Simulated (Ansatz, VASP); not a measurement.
# InSb3: VASP beside Ansatz

```
In Sb
1.0
    -4.65182    0.00000    0.00000
     0.00000    4.65182    4.65182
     0.00000    4.65182   -4.65182
In Sb
2 6
Direct
  0.00000 0.97503 0.02497
  0.00000 0.52497 0.47503
  0.50000 0.22474 0.72474
  0.50000 0.77526 0.27526
  0.00000 0.47420 0.97420
  0.00000 0.02580 0.52580
  0.50000 0.27526 0.22474
  0.50000 0.72474 0.77526
```

Change from the starting cell: mode 1 frozen in at -0.235 Å and mode 5 at -0.240 Å (largest displacements).

Alike in both runs: task single point; functional PBEsol; dispersion D3(BJ); k mesh 8 × 6 × 6; occupations gaussian, width 0.15 eV; no spin polarisation.

|  | VASP | Ansatz |
| --- | --- | --- |
| version | VASP 6.6.1 | Ansatz 0.2.0 |
| potentials or method | VASP PAW PBE potentials, release 64 (In_d, Sb), cutoff 520 eV | scalar-relativistic, plane waves, PAW |
| valence electrons in the cell | 56 | 116 |

```tsv
	VASP	Ansatz	Ansatz less VASP
gap on the k mesh at the Fermi level (eV)	none	none	-
pressure (GPa)	0.4	0.4	-0.04
traceless stress, the component that is largest in VASP (GPa)	0.94	0.91	-0.024
rms of the force components (eV/Å)	0.100	0.095	-0.0052
```

VASP's potentials were made for PBE, not for PBEsol, and Ansatz warns of the same on its side. Atom by atom the forces differ by 0.005 eV/Å (rms over components). A gap of «none» marks a metal or a gap that the smearing closes. VASP's potentials hold 56 valence electrons a cell and Ansatz's 116, so a difference there can come from the potentials and not from the codes.

Spin-orbit coupling is off throughout.
